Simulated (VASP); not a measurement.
# NaCl (I4/mmm) in VASP: notebook

Runs on NaCl. Level: PBE. Tasks: single point.

All numbers are computed with VASP 6.6.1; they aren't measurements. Logs are shortened: lines on timing, memory, paths and dates and some standing lists are left out, and cuts for length are marked.

**1. The cell of the first run**

It takes space group I4/mmm (No. 139, tetragonal). Conventional cell: a = 4.165 Å, b = 4.165 Å, c = 5.210 Å, α = 90.00°, β = 90.00°, γ = 90.00°. Within 3.4 Å of Na (site symmetry 4/mmm) lie 6 Cl at 2.61 to 2.95 Å. Within 3.4 Å of Cl (site symmetry 4/mmm) lie 6 Na at 2.61 to 2.95 Å.

**2. Single point, PBE (strain +0.040 along x and y, -0.080 along z)**

Contents of INCAR:

```
SYSTEM = NaCl
PREC     = Accurate       ! precision mode
ENCUT    = 520            ! plane-wave cutoff, eV
EDIFF    = 1E-6           ! SCF threshold, eV
ISMEAR   = 0              ! smearing method
SIGMA    = 0.05           ! smearing width, eV
LREAL    = .False.        ! projectors in reciprocal space
LASPH    = .True.         ! aspherical terms in the spheres
NELM     = 100            ! most SCF steps
ALGO     = Normal         ! electronic algorithm
ISIF     = 2              ! what is computed and relaxed
LWAVE    = .False.        ! write WAVECAR
LCHARG   = .True.         ! write CHGCAR
GGA      = PE             ! functional
LELF     = .True.         ! ELF
LVHAR    = .True.       
NBANDS   = 14             ! bands
```

Contents of KPOINTS:

```
Automatic mesh
0
Gamma
  8 8 8
  0 0 0
```

Contents of POSCAR:

```
NaCl
1.0
    0.0000000000      2.9450200000      2.6052100000
    2.9450200000      0.0000000000      2.6052100000
    2.9450200000      2.9450200000      0.0000000000
Na Cl
1 1
Direct
    0.0000000000      0.0000000000      0.0000000000
    0.5000000000      0.5000000000      0.5000000000
```

Potentials or basis: VASP PAW PBE potentials, release 64 (Na_pv, Cl).

On the command line:

```bash
cat potpaw_PBE.64/Na_pv/POTCAR potpaw_PBE.64/Cl/POTCAR > POTCAR
mpirun -np 1 vasp_std > vasp.out
```

OUTCAR:

```text
SYSTEM = NaCl
   PREC = Accurate
   ENCUT = 520
   EDIFF = 1E-6
   ISMEAR = 0
   LREAL = .False.
   LASPH = .True.
   NELM = 100
   ISIF = 2
   GGA = PE

 ion  position               nearest neighbor table
   1  0.000  0.000  0.000-   2 2.61   2 2.61
   2  0.500  0.500  0.500-   1 2.61   1 2.61

  LATTYP: Found a body centered tetragonal cell.
 ALAT       =     4.1648872255
 C/A-ratio  =     1.2510350744

  Lattice vectors:

 A1 = (   0.0000000000,  -2.9450200000,  -2.6052100000)
 A2 = (   0.0000000000,   2.9450200000,  -2.6052100000)
 A3 = (   2.9450200000,   0.0000000000,   2.6052100000)

Analysis of symmetry for initial positions (statically):
=====================================================================
 Subroutine PRICEL returns:
 Original cell was already a primitive cell.

 Routine SETGRP: Setting up the symmetry group for a
 body centered tetragonal supercell.

 Subroutine GETGRP returns: Found 16 space group operations
 (whereof 16 operations were pure point group operations)
 out of a pool of 16 trial point group operations.

The static configuration has the point symmetry D_4h.

Analysis of symmetry for dynamics (positions and initial velocities):
=====================================================================
 Subroutine PRICEL returns:
 Original cell was already a primitive cell.

 Routine SETGRP: Setting up the symmetry group for a
 body centered tetragonal supercell.

 Subroutine GETGRP returns: Found 16 space group operations
 (whereof 16 operations were pure point group operations)
 out of a pool of 16 trial point group operations.

The dynamic configuration has the point symmetry D_4h.

 Subroutine INISYM returns: Found 16 space group operations
 (whereof 16 operations are pure point group operations),
 and found     1 'primitive' translations

----------------------------------------------------------------------------------------

                                     Primitive cell

  volume of cell :      45.1907

  direct lattice vectors                    reciprocal lattice vectors
     0.000000000  2.945020000  2.605210000    -0.169778134  0.169778134  0.191923108
     2.945020000  0.000000000  2.605210000     0.169778134 -0.169778134  0.191923108
     2.945020000  2.945020000  0.000000000     0.169778134  0.169778134 -0.191923108

  length of vectors
     3.931953960  3.931953960  4.164887225     0.307382024  0.307382024  0.307382024

  position of ions in fractional coordinates (direct lattice)
     0.000000000  0.000000000  0.000000000
     0.500000000  0.500000000  0.500000000

  ion indices of the primitive-cell ions
   primitive index   ion index
                 1           1
                 2           2

----------------------------------------------------------------------------------------

 KPOINTS: Automatic mesh

Automatic generation of k-mesh.
 Grid dimensions read from file:
 generate k-points for:    8    8    8

 Generating k-lattice:

  Cartesian coordinates                     Fractional coordinates (reciprocal lattice)
    -0.021222267  0.021222267  0.023990388     0.125000000 -0.000000000  0.000000000
     0.021222267 -0.021222267  0.023990388    -0.000000000  0.125000000  0.000000000
     0.021222267  0.021222267 -0.023990388     0.000000000  0.000000000  0.125000000

  Length of vectors
     0.038422753  0.038422753  0.038422753

  Shift w.r.t. Gamma in fractional coordinates (k-lattice)
     0.000000000  0.000000000  0.000000000

 Subroutine IBZKPT returns following result:
 ===========================================

 Found     59 irreducible k-points:

 Following reciprocal coordinates:
            Coordinates               Weight
  0.000000  0.000000  0.000000      1.000000
  0.125000  0.000000  0.000000      8.000000
  0.250000  0.000000  0.000000      8.000000
  0.375000  0.000000  0.000000      8.000000
  0.500000  0.000000  0.000000      4.000000
  0.125000  0.125000  0.000000      2.000000
[... 16 lines left out ...]
  0.250000  0.000000  0.125000     16.000000
  0.375000  0.000000  0.125000     16.000000
 [... further k-points ...]
   k-points           NKPTS =     59   k-points in BZ     NKDIM =     59   number of bands    NBANDS=     14
   number of dos      NEDOS =    301   number of ions     NIONS =      2
   total plane-waves  NPLWV =  28800
   dimension x,y,z NGX =    30 NGY =   30 NGZ =   32
   dimension x,y,z NGXF=    60 NGYF=   60 NGZF=   64
   ions per type =               1   1
   NGX,Y,Z   is equivalent  to a cutoff of  12.68, 12.68, 12.77 a.u.
   NGXF,Y,Z  is equivalent  to a cutoff of  25.37, 25.37, 25.55 a.u.
 SYSTEM =  NaCl
   PREC   = accura    normal or accurate (medium, high low for compatibility)
   ISTART =      0    job   : 0-new  1-cont  2-samecut
   ICHARG =      2    charge: 1-file 2-atom 10-const
   ISPIN  =      1    spin polarized calculation?
   LNONCOLLINEAR =      F non collinear calculations
   LSORBIT =      F    spin-orbit coupling
   LASPH  =      T    aspherical Exc in radial PAW
   ENCUT  =  520.0 eV  38.22 Ry    6.18 a.u.   7.31  7.31  7.74*2*pi/ulx,y,z
   NELM   =    100;   NELMIN=  2; NELMDL= -5     # of ELM steps
   EDIFF  = 0.1E-05   stopping-criterion for ELM
   LREAL  =      F    real-space projection
[... 7 lines left out ...]
   TEBEG  =    0.0;   TEEND  =   0.0 temperature during run
   PSTRESS=    0.0 pullay stress
   NELECT =      14.0000    total number of electrons
   NUPDOWN=      -1.0000    fix difference up-down
   EMIN   =  10.00;   EMAX   =-10.00  energy-range for DOS
   EFERMI =   0.00;   METHOD = LEGACY
   ISMEAR =     0;   SIGMA  =   0.05  broadening in eV -4-tet -1-fermi 0-gaus
   EFERMI_NEDOS =   21; number of points for ismear=-14 and -15
   IALGO  =     38    algorithm
   IMIX   =      4    mixing-type and parameters
     AMIX     =   0.40;   BMIX     =  1.00
     AMIX_MAG =   1.60;   BMIX_MAG =  1.00
  volume/ion in A,a.u.               =      22.60       152.48
  Fermi-wavevector in a.u.,A,eV,Ry     =   1.107731  2.093309 16.695283  1.227069
  Thomas-Fermi vector in A             =   2.244249
   LORBIT       =      0    0 simple, 1 ext, 2 COOP (PROOUT), +10 PAW based schemes
   GGA     = PE    functional components
   LHFCALC =     F    Hartree Fock is set to
   AEXX    =    0.0000 exact exchange contribution
   IVDW    =     0    specifies the selected vdW correction
   LEPSILON=     F    determine dielectric tensor
   LRPA    =     F    only Hartree local field effects (RPA)
 non-spin polarized calculation
 Gauss-broadening in eV      SIGMA  =   0.05
  energy-cutoff  :      520.00
  volume of cell :       45.19
 maximum number of plane-waves:      1239
 NGX is ok and might be reduce to    30
   NGX = 15   NGY = 15   NGZ = 15

 number of electron      14.0000006 magnetization

 Free energy of the ion-electron system (eV)
  ---------------------------------------------------
  ext. energy  EPLUGINS =         0.00000000
  ---------------------------------------------------
  free energy    TOTEN  =        -6.70740685 eV

  energy without entropy =       -6.70740685  energy(sigma->0) =       -6.70740685

 E-fermi :  -0.4784     XC(G=0):  -8.1139

 val. band max:       -0.7479294356   @ k =   0.0000   0.0000   0.0000
 cond. band min:       4.3033804021   @ k =   0.0000   0.0000   0.0000
 fundamental gap:      5.0513098376
 Fermi energy:        -0.4784234992

 k-point     1 :       0.0000    0.0000    0.0000
  band No.  band energies     occupation
      1     -21.5821      2.00000
      2     -21.5821      2.00000
      3     -21.5697      2.00000
      4     -13.4405      2.00000
      5      -0.8735      2.00000
      6      -0.7479      2.00000
      7      -0.7479      2.00000
      8       4.3034      0.00000
      9      10.1141      0.00000
     10      10.1141      0.00000
     11      11.0121      0.00000
     12      11.7356      0.00000
     13      13.1684      0.00000
     14      14.1984      0.00000

 k-point     2 :       0.1250    0.0000    0.0000
  band No.  band energies     occupation
      1     -21.5847      2.00000
      2     -21.5828      2.00000
      3     -21.5718      2.00000
      4     -13.3925      2.00000
      5      -1.1716      2.00000
      6      -0.8388      2.00000
      7      -0.8059      2.00000
      8       4.7926      0.00000
      9       9.7882      0.00000
     10      10.2475      0.00000
     11      10.9485      0.00000
     12      11.6173      0.00000
     13      12.7947      0.00000
     14      15.0557      0.00000

 k-point     3 :       0.2500    0.0000    0.0000
  band No.  band energies     occupation
      1     -21.5935      2.00000
      2     -21.5844      2.00000
      3     -21.5742      2.00000
      4     -13.2734      2.00000
      5      -1.8809      2.00000
      6      -0.9397      2.00000
      7      -0.9099      2.00000
      8       5.7628      0.00000
      9       9.2241      0.00000
     10      10.0943      0.00000
     11      11.2014      0.00000
     12      12.2440      0.00000
     13      12.6561      0.00000
     14      15.0005      0.00000
[... 324 lines left out ...]
 k-point    23 :       0.2500    0.0000    0.1250
  band No.  band energies     occupation
      1     -21.5909      2.00000
      2     -21.5838      2.00000
      3     -21.5734      2.00000
      4     -13.3023      2.00000
      5      -1.6547      2.00000
      6      -1.0316      2.00000
      7      -0.9127      2.00000
      8       5.7454      0.00000
      9       9.0029      0.00000
     10      10.1275      0.00000
     11      11.2388      0.00000
     12      11.5905      0.00000
     13      13.1304      0.00000
     14      15.9455      0.00000

 k-point    24 :       0.3750    0.0000    0.1250
  band No.  band energies     occupation
      1     -21.5992      2.00000
      2     -21.5859      2.00000
      3     -21.5756      2.00000
      4     -13.1816      2.00000
      5      -2.2329      2.00000
      6      -1.1475      2.00000
      7      -1.0335      2.00000
      8       6.5724      0.00000
      9       8.9991      0.00000
     10       9.5498      0.00000
     11      11.1735      0.00000
     12      12.8085      0.00000
     13      14.0468      0.00000
     14      15.5688      0.00000

 [... further k-points ...]

------------------------ aborting loop because EDIFF is reached ----------------------------------------

  FORCE on cell =-STRESS in cart. coord.  units (eV):
  Direction    XX          YY          ZZ          XY          YZ          ZX
  --------------------------------------------------------------------------------------
  -------------------------------------------------------------------------------------
  Total       -0.1725476     -0.1725476      1.6843821      0.0000000      0.0000000      0.0000000
  in kB       -6.1174463     -6.1174463     59.7175497      0.0000000      0.0000000      0.0000000
  external PRESSURE =      15.8275524 kB  Pullay stress =       0.0000000 kB

 VOLUME and BASIS-vectors are now :
 -----------------------------------------------------------------------------
  energy-cutoff  :      520.00
  volume of cell :       45.19
      direct lattice vectors                 reciprocal lattice vectors
     0.000000000  2.945020000  2.605210000    -0.169778134  0.169778134  0.191923108
     2.945020000  0.000000000  2.605210000     0.169778134 -0.169778134  0.191923108
     2.945020000  2.945020000  0.000000000     0.169778134  0.169778134 -0.191923108

 POSITION                                       TOTAL-FORCE (eV/Angst)
 -----------------------------------------------------------------------------------
      0.00000      0.00000      0.00000         0.000000      0.000000      0.000000
      2.94502      2.94502      2.60521         0.000000      0.000000      0.000000
 -----------------------------------------------------------------------------------
    total drift:                                0.000000      0.000000      0.000000

  FREE ENERGIE OF THE ION-ELECTRON SYSTEM (eV)
  ---------------------------------------------------
  free  energy   TOTEN  =        -6.7074068549 eV

  energy  without entropy=       -6.7074068549  energy(sigma->0) =       -6.70740685
```

Run time: 62 s. Hardware: 1 thread of Intel Xeon 8259CL, shared host; peak memory 0.18 GiB.

What came out:

| Item | Value |
| --- | --- |
| Free energy | -6.7074 eV |
| Pressure | 1.6 GPa |
| Band gap on the k mesh | 5.05 eV |

Levels at points of the mesh, in eV from the valence-band top:
```
           k point  band 4  band 5  band 6  band 7  band 8  band 9  band 10  band 11
(0.00, 0.00, 0.00)  -12.69   -0.13    0.00    0.00    5.05   10.86    10.86    11.76
(0.50, 0.00, 0.00)  -12.35   -1.95   -0.37   -0.25    7.21   10.35    10.50    11.73
(0.50, 0.50, 0.00)  -12.26   -1.59   -0.78   -0.78    7.59    7.75    12.02    14.16
(0.50, 0.00, 0.50)  -12.35   -1.70   -0.71   -0.36    7.56    8.29    10.84    14.23
```

Caveat: the cell differs from its parent crystal (strain +0.040 along x and y, -0.080 along z); the stress differs along the axes, from -1 to 6 GPa. A k mesh can miss the band edges.

**3. Single point, PBE (strain +0.040 along x and y, -0.040 along z)**

Contents of INCAR:

```
ALGO     = Normal         # electronic algorithm
EDIFF    = 1E-7           # SCF threshold, eV
ENCUT    = 520            # plane-wave cutoff, eV
GGA      = PE             # functional
ISIF     = 2              # what is computed and relaxed
ISMEAR   = 0              # smearing method
LASPH    = True           # aspherical terms in the spheres
LCHARG   = True           # write CHGCAR
LELF     = True           # ELF
LREAL    = False          # projectors in reciprocal space
LVHAR    = True         
LWAVE    = False          # write WAVECAR
NBANDS   = 14             # bands
NELM     = 80             # most SCF steps
PREC     = Accurate       # precision mode
SIGMA    = 0.05           # smearing width, eV
```

Contents of KPOINTS:

```
k-points
0
Gamma
  8 8 8
```

Contents of POSCAR:

```
NaCl
1.0
    0.0000000000      2.9450200000      2.7184800000
    2.9450200000      0.0000000000      2.7184800000
    2.9450200000      2.9450200000      0.0000000000
Na Cl
1 1
Direct
    0.0000000000      0.0000000000      0.0000000000
    0.5000000000      0.5000000000      0.5000000000
```

Potentials or basis: VASP PAW PBE potentials, release 64 (Na_pv, Cl).

On the command line:

```bash
cat potpaw_PBE.64/Na_pv/POTCAR potpaw_PBE.64/Cl/POTCAR > POTCAR
mpirun -np 1 vasp_std > vasp.out
```

Wall time 64 s (1 thread of Intel Xeon 8259CL, shared host); peak memory 0.18 GiB.

The run converged. Its results:

| Item | Value |
| --- | --- |
| Free energy | -6.7543 eV |
| Pressure | -0.1 GPa |
| Band gap on the k mesh | 4.90 eV |

Stress tensor (GPa, compression positive):
```
-1.13  0.00  0.00
 0.00 -1.13  0.00
 0.00  0.00  1.91
```

Levels at points of the mesh, in eV from the valence-band top:
```csv
k point,band 3,band 4,band 5,band 6,band 7,band 8,band 9,band 10,band 11,band 12
"(0.00, 0.00, 0.00)",-20.92,-12.58,-0.08,0.00,0.00,4.90,10.88,10.88,11.46,12.66
"(0.50, 0.00, 0.00)",-20.92,-12.29,-1.81,-0.30,-0.23,7.15,10.19,10.45,11.29,14.64
"(0.50, 0.50, 0.00)",-20.93,-12.21,-1.52,-0.67,-0.67,7.42,7.90,11.46,13.96,13.96
"(0.50, 0.00, 0.50)",-20.93,-12.27,-1.57,-0.64,-0.41,7.39,8.22,10.69,14.02,14.85
```

Caveat: the cell differs from its parent crystal (strain +0.040 along x and y, -0.040 along z).

**4. Single point, PBE (strain +0.080 along x and y, -0.080 along z)**

Contents of INCAR:

```
SYSTEM = NaCl
  PREC = Accurate
  ENCUT = 520
  EDIFF = 1E-6
  ISMEAR = 0
  SIGMA = 0.05
  LREAL = .FALSE.
  LASPH = .TRUE.
  NELM = 60
  ALGO = Normal
  ISIF = 2
  LWAVE = .FALSE.
  LCHARG = .FALSE.
  GGA = PE
  NBANDS = 14
```

Contents of KPOINTS:

```
regular mesh
0
G
  8 8 8
  0 0 0
```

Contents of POSCAR:

```
NaCl
1.0
    0.0000000000      3.0582900000      2.6052100000
    3.0582900000      0.0000000000      2.6052100000
    3.0582900000      3.0582900000      0.0000000000
Na Cl
1 1
Direct
    0.0000000000      0.0000000000      0.0000000000
    0.5000000000      0.5000000000      0.5000000000
```

On the command line:

```bash
cat potpaw_PBE.64/Na_pv/POTCAR potpaw_PBE.64/Cl/POTCAR > POTCAR
mpirun -np 1 vasp_std > vasp.out
```

It took 50 s on 1 thread of Intel Xeon 8259CL, shared host; peak memory 0.18 GiB.

It converged, with:

| Item | Value |
| --- | --- |
| Free energy | -6.6801 eV |
| Pressure | 0.3 GPa |
| Band gap on the k mesh | 4.79 eV |

Stress tensor (GPa, compression positive):
```
-1.80  0.00  0.00
 0.00 -1.80  0.00
 0.00  0.00  4.61
```

Levels at points of the mesh, in eV from the valence-band top:
```
           k point  band 5  band 6  band 7  band 8  band 9  band 10
(0.00, 0.00, 0.00)   -0.18    0.00    0.00    4.79   10.75    10.75
(0.50, 0.00, 0.00)   -1.76   -0.35   -0.24    7.06    9.91    10.04
(0.50, 0.50, 0.00)   -1.42   -0.75   -0.75    7.47    7.72    11.73
(0.50, 0.00, 0.50)   -1.52   -0.69   -0.26    7.35    8.41    10.22
```

Caveat: the cell differs from its parent crystal (strain +0.080 along x and y, -0.080 along z); the stress differs along the axes, from -2 to 5 GPa. A k mesh can miss the band edges.

(Part 1 of 3 ends here.)
